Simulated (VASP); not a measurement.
Set up this calculation in VASP 6.6.1, as the native input.

```
Task                   : electric field gradients
Functional             : PBEsol
Potentials or basis    : VASP PAW PBE potentials, release 64 (O)
Cutoff                 : 520 eV
k mesh                 : 10 × 10 × 10
Occupations            : fermi-dirac, width 0.02 eV
Spin                   : no spin polarisation
Dipole correction      : no
Further INCAR settings : ALGO = Normal; EDIFF = 1e-08; NBANDS = 13
```

The structure of O lies in POSCAR:

```
O
1.0
    1.3810483127      0.7734544508      3.3858488004
   -1.4656497315      0.8019214312      3.4143157808
   -0.0176475812     -1.6776248821      3.4247354188
O
2
Direct
    0.0577000000      0.0577000000      0.0577000000
    0.9423000000      0.9423000000      0.9423000000
```

This cell differs from its parent crystal: equal xy, yz and zx shear strains of -2 %.

One way to write it, as run:

INCAR

```
SYSTEM = O
PREC = Accurate
ENCUT = 520
EDIFF = 1E-8
ISMEAR = -1
SIGMA = 0.02
LREAL = .False.
LASPH = .True.
NELM = 60
ALGO = Normal
ISIF = 2
LWAVE = .False.
LCHARG = .False.
GGA = PS
LEFG = .True.
NBANDS = 13
```

KPOINTS

```
regular mesh
0
Gamma
  10 10 10
  0 0 0
```

Potentials or basis: VASP PAW PBE potentials, release 64 (O).

Command:

```bash
$ cat potpaw_PBE.64/O/POTCAR > POTCAR
$ mpirun -np 1 vasp_std > vasp.out
```

It gave:

| Property | Result |
| --- | --- |
| Pressure | 5.9 GPa |
| Largest force | 3.924 eV/Å |
| Band gap on the k mesh | zero (bands 6 and 7 overlap by 1.30 eV) |
| Largest electric field gradient by atom | O +116.0 V/Å² |

Caveat: the cell differs from its parent crystal (equal xy, yz and zx shear strains of -2 %); the standard files for N, O and F lose accuracy on very short bonds; spin is off for a triplet molecule; the stress differs along the axes, from -9 to 35 GPa; this functional lacks dispersion, which holds the molecules together, so the pressure and a relaxed volume are unreliable; without QUAD_EFG the Cq values of the log hold for a quadrupole moment of 1 mb, not for the nuclei; the PAW data sets were made with another functional, which shifts forces and pressure a little.

Run time: 2.1 min on 1 thread of Intel(R) Xeon(R) Platinum 8488C (Sapphire Rapids) (shared host), peak memory 0.24 GiB.
